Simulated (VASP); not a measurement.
**NaCl: single point with PBEsol-based screened hybrid with 25 % exact exchange**

Crystal: NaCl.

```
Cl Na
1.0
     0.00000    2.79406    2.79406
     2.79406    0.00000    2.79406
     2.79406    2.79406    0.00000
Cl Na
1 1
Direct
  0.50000 0.50000 0.50000
  0.00000 0.00000 0.00000
```

```yaml
Program: VASP 6.6.1
Task: single point
Functional: PBEsol-based screened hybrid with 25 % exact exchange
Potentials_or_basis: VASP PAW PBE potentials, release 64 (Cl, Na_pv)
Cutoff: 520 eV
k_mesh: 4 × 4 × 4
Occupations: fermi-dirac, width 0.05 eV
Spin: no spin polarisation
```

- Pressure: 0.0 GPa
- Band gap on the k mesh: 6.43 eV

Levels at points of the mesh, in eV from the valence-band top:
| k point | band 3 | band 4 | band 5 | band 6 | band 7 | band 8 | band 9 | band 10 | band 11 | band 12 |
| --- | --- | --- | --- | --- | --- | --- | --- | --- | --- | --- |
| (0.00, 0.00, 0.00) | -22.73 | -13.92 | 0.00 | 0.00 | 0.00 | 6.43 | 12.54 | 12.54 | 12.54 | 14.95 |
| (0.50, 0.00, 0.00) | -22.73 | -13.51 | -2.18 | -0.31 | -0.31 | 8.51 | 12.37 | 12.47 | 12.47 | 16.62 |
| (0.50, 0.50, 0.00) | -22.74 | -13.45 | -1.90 | -0.69 | -0.69 | 8.98 | 9.23 | 12.95 | 16.60 | 16.60 |

Wall time 7 min on 1 thread of Intel(R) Xeon(R) Platinum 8259CL CPU @ 2.50GHz (Skylake/Cascade Lake), with other jobs on the host, peak memory 0.26 GiB.

Caveat: the k points lie up to 0.49 Å⁻¹ apart; the PAW data sets were made with another functional, which shifts forces and pressure a little.
